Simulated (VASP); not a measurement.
Set up this calculation in VASP 6.6.1, as the native input.

```
Task                   : relaxation of cell and atoms
Functional             : r2SCAN
Potentials or basis    : VASP PAW PBE potentials, release 64 (Al, N)
Cutoff                 : 600 eV
k mesh                 : 12 × 12 × 4
Occupations            : gaussian, width 0.01 eV
Spin                   : no spin polarisation
Dipole correction      : no
Further INCAR settings : ALGO = Normal; EDIFF = 1e-06; IBRION = 2; EDIFFG = -0.01; NSW = 60; ISIF = 3
```

Crystal: AlN.

```xyz
4
Lattice="3.1130 0.0000 0.0000 -1.5565 2.6959 0.0000 0.0000 0.0000 4.9810" Properties=species:S:1:pos:R:3 pbc="T T T"
Al    0.0000    1.7973    0.0000
Al    1.5565    0.8986    2.4905
N     0.0000    1.7973    1.8928
N     1.5565    0.8986    4.3833
```

These files were run (other wordings do the same):

POSCAR

```
AlN
1.0
    3.1130000000      0.0000000000      0.0000000000
   -1.5565000000      2.6959400000      0.0000000000
    0.0000000000      0.0000000000      4.9810000000
Al N
2 2
Direct
    0.3333333333      0.6666666667      0.0000000000
    0.6666666667      0.3333333333      0.5000000000
    0.3333333333      0.6666666667      0.3800000000
    0.6666666667      0.3333333333      0.8800000000
```

INCAR.step1

```
PREC = Accurate ; ENCUT = 600
ISMEAR = 0 ; SIGMA = 0.01
LREAL = F ; LASPH = T
NELM = 80 ; GGA = PE
ALGO = Normal ; EDIFF = 1E-4
LWAVE = T ; LCHARG = F
```

INCAR.step2

```
PREC = Accurate ; ENCUT = 600
EDIFF = 1E-6 ; ISMEAR = 0
SIGMA = 0.01 ; LREAL = F
LASPH = T ; NELM = 80
ALGO = Normal ; ISIF = 3
LWAVE = F ; LCHARG = F
METAGGA = R2SCAN ; LMIXTAU = T
IBRION = 2 ; NSW = 60
EDIFFG = -0.01 ; ISTART = 1
```

KPOINTS

```
regular mesh
0
Gamma
  12 12 4
```

Potentials or basis: VASP PAW PBE potentials, release 64 (Al, N).

The run is started by

```sh
$ cat potpaw_PBE.64/Al/POTCAR potpaw_PBE.64/N/POTCAR > POTCAR
$ cp INCAR.step1 INCAR
$ mpirun -np 1 vasp_std > vasp.out
$ cp INCAR.step2 INCAR
$ mpirun -np 1 vasp_std > vasp.out
```

Results of the run:

The relaxed volume is 10.39 Å³/atom. The relaxed cell is a = 3.104 Å, b = 3.104 Å, c = 4.978 Å, α = 90.00°, β = 90.00°, γ = 120.00°, the space group after relaxing (to 0.1 Å) is P6_3mc (No. 186) and the energy gained by relaxing is 0.5 meV/atom. The ionic steps are 6. The pressure after relaxing is 0.0 GPa and the largest force after relaxing is 0.004 eV/Å. The band gap on the k mesh is 4.94 eV.

Caveat: the PAW data sets were made with another functional, which shifts forces and pressure a little.

Wall time 7.7 min on 1 thread of Intel(R) Xeon(R) Platinum 8259CL CPU @ 2.50GHz (Skylake/Cascade Lake), with other jobs on the host, peak memory 0.2 GiB.
